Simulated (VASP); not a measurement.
Wanted: the native input for a VASP 6.6.1 run.

```
Task                   : single point
Functional             : PBE
Potentials or basis    : VASP PAW PBE potentials, release 64 (B, N)
Cutoff                 : 520 eV
k mesh                 : 12 × 12 × 6
Occupations            : gaussian, width 0.05 eV
Spin                   : no spin polarisation
Dipole correction      : no
Further INCAR settings : ALGO = Normal; EDIFF = 1e-07; NBANDS = 16
```

The structure of BN lies in POSCAR:

```
BN
1.0
    2.5539396017      0.0000000000      0.0000000000
   -1.2769698009      2.2117765748      0.0000000000
    0.0000000000      0.0000000000      4.2268550000
B N
2 2
Direct
    0.4317355040      0.3333333333      1.1416735109
    0.3333333333      0.6666666667      0.4997240000
    0.6666666667      0.3333333333      0.6252760000
    0.3333333333      0.6666666667      0.1252760000
```

This cell differs from its parent crystal: atom 1 (B) moved by (-0.600, +0.600) A along x and z.

These files were run (other wordings do the same):

INCAR

```
PREC = Accurate
ENCUT = 520
EDIFF = 1E-7
ISMEAR = 0
SIGMA = 0.05
LREAL = F
LASPH = T
NELM = 60
ALGO = Normal
ISIF = 2
LWAVE = F
LCHARG = T
GGA = PE
LELF = T
LVHAR = T
NBANDS = 16
```

KPOINTS

```
regular mesh
0
Gamma
  12 12 6
```

Potentials or basis: VASP PAW PBE potentials, release 64 (B, N).

Command:

```sh
$ cat potpaw_PBE.64/B/POTCAR potpaw_PBE.64/N/POTCAR > POTCAR
$ mpirun -np 1 vasp_std > vasp.out
```

Results of the run:

- Pressure: 127.3 GPa
- Largest force: 49.426 eV/Å
- Band gap on the k mesh: 0.93 eV (least direct gap 3.04 eV)

Caveat: the cell differs from its parent crystal (atom 1 (B) moved by (-0.600, +0.600) A along x and z); atoms lie so close that the PAW spheres overlap strongly, which falsifies energies and pressures; the cell stands under pressure; forces of over 1 eV/Å act on the atoms, so gaps and moduli don't describe the material at rest.

Wall time 3.2 min on 1 thread of Intel Xeon 8259CL, on a shared host, peak memory 0.24 GiB.
